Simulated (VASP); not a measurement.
# K (Cmcm) in VASP: notebook

Runs on K. Level: PBE+D3(BJ). Tasks: single point.

All numbers are computed with VASP 6.6.1; they aren't measurements. Logs are shortened: lines on timing, memory, paths and dates and some standing lists are left out, and cuts for length are marked.

## 1. The cell of the first run

Symmetry: Cmcm, No. 63, orthorhombic system. The conventional cell has a = 4.876 Å, b = 8.095 Å, c = 7.812 Å, α = 90.00°, β = 90.00°, γ = 90.00°.

## 2. Single point, PBE+D3(BJ)

INCAR

```
PREC = Accurate ; ENCUT = 520
EDIFF = 1E-6 ; ISMEAR = 0
SIGMA = 0.15 ; LREAL = F
LASPH = T ; NELM = 100
ALGO = Normal ; ISIF = 2
LWAVE = F ; LCHARG = F
GGA = PE ; IVDW = 12
NBANDS = 16
```

KPOINTS

```
regular mesh
0
Gamma
  12 12 8
```

POSCAR

```
K
1.0
    2.4379623500     -4.0476104500      0.0000000000
    2.4379623500      4.0476104500      0.0000000000
    0.0000000000      0.0000000000      7.8117980100
K
2
Direct
    0.8206130200      0.1793869800      0.2500000000
    0.1793869800      0.8206130200      0.7500000000
```

Potentials or basis: VASP PAW PBE potentials, release 64 (K_sv).

Run with:

```
$ cat potpaw_PBE.64/K_sv/POTCAR > POTCAR
$ mpirun -np 1 vasp_std > vasp.out
```

OUTCAR:

```text
PREC = Accurate
   ENCUT = 520
   EDIFF = 1E-6
   ISMEAR = 0
   LREAL = F
   LASPH = T
   NELM = 100
   ISIF = 2
   GGA = PE
   IVDW = 12
 IVDW          = 12

 ion  position               nearest neighbor table
   1  0.821  0.179  0.250-
   2  0.179  0.821  0.750-

  LATTYP: Found a base centered orthorhombic cell.
 ALAT       =     4.8759247000
 B/A-ratio  =     1.6602432150
 C/A-ratio  =     1.6021162119

  Lattice vectors:

 A1 = (   2.4379623500,  -4.0476104500,   0.0000000000)
 A2 = (   2.4379623500,   4.0476104500,   0.0000000000)
 A3 = (   0.0000000000,   0.0000000000,   7.8117980100)

Analysis of symmetry for initial positions (statically):
=====================================================================
 Subroutine PRICEL returns:
 Original cell was already a primitive cell.

 Routine SETGRP: Setting up the symmetry group for a
 base centered orthorhombic supercell.

 Subroutine GETGRP returns: Found  8 space group operations
 (whereof  4 operations were pure point group operations)
 out of a pool of  8 trial point group operations.

The static configuration has the point symmetry C_2h.
 The point group associated with its full space group is D_2h.

Analysis of symmetry for dynamics (positions and initial velocities):
=====================================================================
 Subroutine PRICEL returns:
 Original cell was already a primitive cell.

 Routine SETGRP: Setting up the symmetry group for a
 base centered orthorhombic supercell.

 Subroutine GETGRP returns: Found  8 space group operations
 (whereof  4 operations were pure point group operations)
 out of a pool of  8 trial point group operations.

The dynamic configuration has the point symmetry C_2h.
 The point group associated with its full space group is D_2h.

 Subroutine INISYM returns: Found  8 space group operations
 (whereof  4 operations are pure point group operations),
 and found     1 'primitive' translations

----------------------------------------------------------------------------------------

                                     Primitive cell

  volume of cell :     154.1724

  direct lattice vectors                    reciprocal lattice vectors
     2.437962350 -4.047610450  0.000000000     0.205089303 -0.123529674  0.000000000
     2.437962350  4.047610450  0.000000000     0.205089303  0.123529674  0.000000000
     0.000000000  0.000000000  7.811798010     0.000000000  0.000000000  0.128011502

  length of vectors
     4.725125477  4.725125477  7.811798010     0.239418468  0.239418468  0.128011502

  position of ions in fractional coordinates (direct lattice)
     0.820613020  0.179386980  0.250000000
     0.179386980  0.820613020  0.750000000

  ion indices of the primitive-cell ions
   primitive index   ion index
                 1           1
                 2           2

----------------------------------------------------------------------------------------

 KPOINTS: regular mesh

Automatic generation of k-mesh.
 Grid dimensions read from file:
 generate k-points for:   12   12    8

 Generating k-lattice:

  Cartesian coordinates                     Fractional coordinates (reciprocal lattice)
     0.017090775 -0.010294140  0.000000000     0.083333333 -0.000000000  0.000000000
     0.017090775  0.010294140  0.000000000    -0.000000000  0.083333333  0.000000000
     0.000000000  0.000000000  0.016001438     0.000000000  0.000000000  0.125000000

  Length of vectors
     0.019951539  0.019951539  0.016001438

  Shift w.r.t. Gamma in fractional coordinates (k-lattice)
     0.000000000  0.000000000  0.000000000

 Subroutine IBZKPT returns following result:
 ===========================================

 Found    215 irreducible k-points:

 Following reciprocal coordinates:
            Coordinates               Weight
  0.000000  0.000000  0.000000      1.000000
  0.083333  0.000000  0.000000      4.000000
  0.166667 -0.000000  0.000000      4.000000
  0.250000  0.000000  0.000000      4.000000
  0.333333  0.000000  0.000000      4.000000
  0.416667 -0.000000  0.000000      4.000000
[... 16 lines left out ...]
  0.500000  0.166667  0.000000      4.000000
 -0.416667  0.166667  0.000000      4.000000
 [... further k-points ...]
   k-points           NKPTS =    215   k-points in BZ     NKDIM =    215   number of bands    NBANDS=     16
   number of dos      NEDOS =    301   number of ions     NIONS =      2
   total plane-waves  NPLWV =  77760
   dimension x,y,z NGX =    36 NGY =   36 NGZ =   60
   dimension x,y,z NGXF=    72 NGYF=   72 NGZF=  120
   ions per type =               2
   NGX,Y,Z   is equivalent  to a cutoff of  12.67, 12.67, 12.77 a.u.
   NGXF,Y,Z  is equivalent  to a cutoff of  25.33, 25.33, 25.54 a.u.
 SYSTEM =  unknown system
   PREC   = accura    normal or accurate (medium, high low for compatibility)
   ISTART =      0    job   : 0-new  1-cont  2-samecut
   ICHARG =      2    charge: 1-file 2-atom 10-const
   ISPIN  =      1    spin polarized calculation?
   LNONCOLLINEAR =      F non collinear calculations
   LSORBIT =      F    spin-orbit coupling
   LASPH  =      T    aspherical Exc in radial PAW
   ENCUT  =  520.0 eV  38.22 Ry    6.18 a.u.   8.79  8.79 14.52*2*pi/ulx,y,z
   NELM   =    100;   NELMIN=  2; NELMDL= -5     # of ELM steps
   EDIFF  = 0.1E-05   stopping-criterion for ELM
   LREAL  =      F    real-space projection
   EDIFFG = 0.1E-04   stopping-criterion for IOM
   NSW    =      0    number of steps for IOM
   IBRION =     -1    ionic relax: 0-MD 1-quasi-New 2-CG
   NFREE  =      0    steps in history (QN), initial steepest desc. (CG)
   ISIF   =      2    stress and relaxation
   ISYM   =      2    0-nonsym 1-usesym 2-fastsym
   POTIM  = 0.5000    time-step for ionic-motion
   TEBEG  =    0.0;   TEEND  =   0.0 temperature during run
   PSTRESS=    0.0 pullay stress
   NELECT =      18.0000    total number of electrons
   NUPDOWN=      -1.0000    fix difference up-down
   EMIN   =  10.00;   EMAX   =-10.00  energy-range for DOS
   EFERMI =   0.00;   METHOD = LEGACY
   ISMEAR =     0;   SIGMA  =   0.15  broadening in eV -4-tet -1-fermi 0-gaus
   EFERMI_NEDOS =   21; number of points for ismear=-14 and -15
   IALGO  =     38    algorithm
   IMIX   =      4    mixing-type and parameters
     AMIX     =   0.40;   BMIX     =  1.00
     AMIX_MAG =   1.60;   BMIX_MAG =  1.00
  volume/ion in A,a.u.               =      77.09       520.20
  Fermi-wavevector in a.u.,A,eV,Ry     =   0.800135  1.512036  8.710674  0.640216
  Thomas-Fermi vector in A             =   1.907373
   LORBIT       =      0    0 simple, 1 ext, 2 COOP (PROOUT), +10 PAW based schemes
   GGA     = PE    functional components
   LHFCALC =     F    Hartree Fock is set to
   AEXX    =    0.0000 exact exchange contribution
   IVDW    =    12    specifies the selected vdW correction
   LEPSILON=     F    determine dielectric tensor
   LRPA    =     F    only Hartree local field effects (RPA)
 non-spin polarized calculation
 Gauss-broadening in eV      SIGMA  =   0.15
  energy-cutoff  :      520.00
  volume of cell :      154.17
 maximum number of plane-waves:      4174
   NGX = 17   NGY = 17   NGZ = 29

 number of electron      18.0000000 magnetization

 Free energy of the ion-electron system (eV)
  ---------------------------------------------------
  ext. energy  EPLUGINS =         0.00000000
  ---------------------------------------------------
  free energy    TOTEN  =        -2.10184851 eV

  energy without entropy =       -2.08504396  energy(sigma->0) =       -2.09344624

 E-fermi :  -0.2156     XC(G=0):  -5.5386

 val. band max:       -0.2286286483   @ k =   0.3333   0.1667   0.3750
 cond. band min:      -0.2154210472   @ k =   0.5000   0.4167   0.1250
 fundamental gap:      0.0132076011
 Fermi energy:        -0.2156246975

 k-point     1 :       0.0000    0.0000    0.0000
  band No.  band energies     occupation
      1     -32.3761      2.00000
      2     -32.3732      2.00000
      3     -15.8848      2.00000
      4     -15.8396      2.00000
      5     -15.8350      2.00000
      6     -15.8296      2.00000
[... 8 lines left out ...]
     15       4.1384      0.00000
     16       4.3023      0.00000

 k-point     2 :       0.0833    0.0000    0.0000
  band No.  band energies     occupation
      1     -32.3759      2.00000
      2     -32.3731      2.00000
      3     -15.8836      2.00000
      4     -15.8418      2.00000
      5     -15.8364      2.00000
      6     -15.8325      2.00000
[... 8 lines left out ...]
     15       4.1321      0.00000
     16       4.3416      0.00000

 k-point     3 :       0.1667   -0.0000    0.0000
  band No.  band energies     occupation
      1     -32.3755      2.00000
      2     -32.3729      2.00000
      3     -15.8800      2.00000
      4     -15.8487      2.00000
      5     -15.8404      2.00000
      6     -15.8392      2.00000
[... 8 lines left out ...]
     15       4.0174      0.00000
     16       4.2793      0.00000

 k-point     4 :       0.2500    0.0000    0.0000
  band No.  band energies     occupation
      1     -32.3748      2.00000
      2     -32.3727      2.00000
      3     -15.8746      2.00000
      4     -15.8588      2.00000
      5     -15.8511      2.00000
      6     -15.8422      2.00000
[... 8 lines left out ...]
     15       4.1759      0.00000
     16       4.1801      0.00000
[... 324 lines left out ...]
 k-point    22 :       0.4167    0.1667    0.0000
  band No.  band energies     occupation
      1     -32.3729      2.00000
      2     -32.3724      2.00000
      3     -15.8763      2.00000
      4     -15.8688      2.00000
      5     -15.8562      2.00000
      6     -15.8545      2.00000
[... 8 lines left out ...]
     15       3.2520      0.00000
     16       3.5266      0.00000

 k-point    23 :       0.5000    0.1667    0.0000
  band No.  band energies     occupation
      1     -32.3732      2.00000
      2     -32.3722      2.00000
      3     -15.8753      2.00000
      4     -15.8695      2.00000
      5     -15.8603      2.00000
      6     -15.8521      2.00000
[... 8 lines left out ...]
     15       3.3216      0.00000
     16       3.8130      0.00000

 k-point    24 :      -0.4167    0.1667    0.0000
  band No.  band energies     occupation
      1     -32.3737      2.00000
      2     -32.3722      2.00000
      3     -15.8697      2.00000
      4     -15.8666      2.00000
      5     -15.8664      2.00000
      6     -15.8485      2.00000
[... 8 lines left out ...]
     15       3.4653      0.00000
     16       4.1408      0.00000

 [... further k-points ...]

------------------------ aborting loop because EDIFF is reached ----------------------------------------

 Edisp (eV)   -0.21573

 E8    (eV) :    -0.1164

  FORCE on cell =-STRESS in cart. coord.  units (eV):
  Direction    XX          YY          ZZ          XY          YZ          ZX
  --------------------------------------------------------------------------------------
  -------------------------------------------------------------------------------------
  Total      -0.37395    -0.32577    -0.38871     0.00000    -0.00000     0.00000
  in kB      -3.88612    -3.38540    -4.03949     0.00000    -0.00000     0.00000
  external pressure =       -3.77 kB  Pullay stress =        0.00 kB

 VOLUME and BASIS-vectors are now :
 -----------------------------------------------------------------------------
  energy-cutoff  :      520.00
  volume of cell :      154.17
      direct lattice vectors                 reciprocal lattice vectors
     2.437962350 -4.047610450  0.000000000     0.205089303 -0.123529674  0.000000000
     2.437962350  4.047610450  0.000000000     0.205089303  0.123529674  0.000000000
     0.000000000  0.000000000  7.811798010     0.000000000  0.000000000  0.128011502

 POSITION                                       TOTAL-FORCE (eV/Angst)
 -----------------------------------------------------------------------------------
      2.43796     -2.59543      1.95295         0.000000     -0.001845     -0.000000
      2.43796      2.59543      5.85885         0.000000      0.001845      0.000000
 -----------------------------------------------------------------------------------
    total drift:                               -0.000000     -0.000000      0.000000

  FREE ENERGIE OF THE ION-ELECTRON SYSTEM (eV)
  ---------------------------------------------------
  free  energy   TOTEN  =        -2.3175779945 eV

  energy  without entropy=       -2.3007734464  energy(sigma->0) =       -2.30917572
```

Run time: 7.1 min. Hardware: 1 thread of Intel Xeon Platinum 8259CL at 2.50GHz (Skylake/Cascade Lake), shared host; peak memory 0.56 GiB.

What came out:

```
Free energy                : -2.3176 eV
Pressure                   : -0.4 GPa
Band gap on the k mesh     : zero (bands 9 and 10 overlap by 2.58 eV)
Dispersion energy per atom : -0.108 eV
```

## 3. Single point, PBE+D3(BJ)

INCAR

```
SYSTEM = K
ALGO = Normal
EDIFF = 1E-6
ENCUT = 520
GGA = PE
ISIF = 2
ISMEAR = 0
IVDW = 12
LASPH = .TRUE.
LCHARG = .FALSE.
LREAL = .FALSE.
LWAVE = .FALSE.
NBANDS = 16
NELM = 100
PREC = Accurate
SIGMA = 0.15
```

KPOINTS

```
k-points
0
G
  12 12 6
  0 0 0
```

POSCAR is that of step 2.

Potentials or basis: VASP PAW PBE potentials, release 64 (K_sv).

Run with:

```
$ cat potpaw_PBE.64/K_sv/POTCAR > POTCAR
$ mpirun -np 1 vasp_std > vasp.out
```

It took 5.1 min on 1 thread of Intel Xeon Platinum 8259CL at 2.50GHz (Skylake/Cascade Lake), shared host; peak memory 0.5 GiB.

Results (log left out):

- Free energy: -2.3175 eV
- Pressure: -0.4 GPa
- Band gap on the k mesh: zero (bands 9 and 10 overlap by 2.58 eV)
- Dispersion energy per atom: -0.108 eV

Levels at points of the mesh, in eV from the Fermi level:
| k point | band 5 | band 6 | band 7 | band 8 | band 9 | band 10 | band 11 | band 12 | band 13 | band 14 |
| --- | --- | --- | --- | --- | --- | --- | --- | --- | --- | --- |
| (0.00, 0.00, 0.00) | -15.61 | -15.61 | -15.60 | -15.60 | -2.09 | 0.32 | 0.53 | 3.85 | 4.10 | 4.24 |
| (0.50, 0.00, 0.00) | -15.63 | -15.62 | -15.62 | -15.61 | 0.09 | 0.21 | 1.67 | 2.00 | 2.17 | 2.62 |
| (0.50, 0.50, 0.00) | -15.64 | -15.63 | -15.62 | -15.61 | 0.20 | 0.35 | 1.64 | 1.93 | 2.45 | 2.78 |
| (0.00, 0.00, 0.50) | -15.61 | -15.61 | -15.61 | -15.61 | -1.40 | -1.40 | 2.71 | 2.71 | 3.98 | 3.98 |
| (0.50, 0.00, 0.50) | -15.62 | -15.62 | -15.62 | -15.62 | 0.59 | 0.59 | 0.80 | 0.80 | 3.06 | 3.06 |
| (0.50, 0.50, 0.50) | -15.62 | -15.62 | -15.62 | -15.62 | 0.71 | 0.71 | 0.92 | 0.92 | 3.08 | 3.08 |
